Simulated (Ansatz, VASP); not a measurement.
# ZnCd3Se2S2 in VASP and in Ansatz

```
Zn Cd Se S
1.0
     0.00000    0.00000   -6.84247
     0.00000   -7.27208    0.00000
    -8.42274    0.00000    0.00000
Zn Cd Se S
2 6 4 4
Direct
  0.49157 0.84177 0.50000
  0.99157 0.15823 0.00000
  0.50842 0.32238 0.74883
  0.50842 0.32238 0.25117
  0.49410 0.84699 0.00000
  0.99410 0.15301 0.50000
  0.00842 0.67762 0.75117
  0.00842 0.67762 0.24883
  0.61699 0.67595 0.26247
  0.61699 0.67595 0.73753
  0.11699 0.32405 0.76247
  0.11699 0.32405 0.23753
  0.64638 0.16930 0.00000
  0.61715 0.14417 0.50000
  0.14638 0.83070 0.50000
  0.11715 0.85583 0.00000
```

Alike in both runs: task single point; functional PBE; k mesh 2 × 2 × 2; occupations gaussian, width 0.1 eV; no spin polarisation.

|  | VASP | Ansatz |
| --- | --- | --- |
| version | VASP 6.6.1 | Ansatz 0.2.0 |
| potentials or method | VASP PAW PBE potentials, release 64 (Zn, Cd, Se, S), cutoff 520 eV | scalar-relativistic, plane waves, PAW |
| valence electrons in the cell | 144 | 232 |

VASP gave:

| Quantity | Value |
| --- | --- |
| gap on the k mesh at the Fermi level (eV) | 0.93 |
| least direct gap on the mesh (eV) | 0.93 |
| pressure (GPa) | 0.2 |
| traceless stress, the component that is largest in VASP (GPa) | 0.16 |
| rms of the force components (eV/Å) | 0.010 |

Problem. What did Ansatz give for the same quantities?

Solution. gap on the k mesh at the Fermi level (eV): 0.93; least direct gap on the mesh (eV): 0.93; pressure (GPa): 0.0; traceless stress, the component that is largest in VASP (GPa): 0.15; rms of the force components (eV/Å): 0.009.

Atom by atom the forces differ by 0.006 eV/Å (rms over components). VASP's potentials hold 144 valence electrons a cell and Ansatz's 232, so a difference there can come from the potentials and not from the codes.

The k mesh is coarse, so the values compare programs but aren't converged.
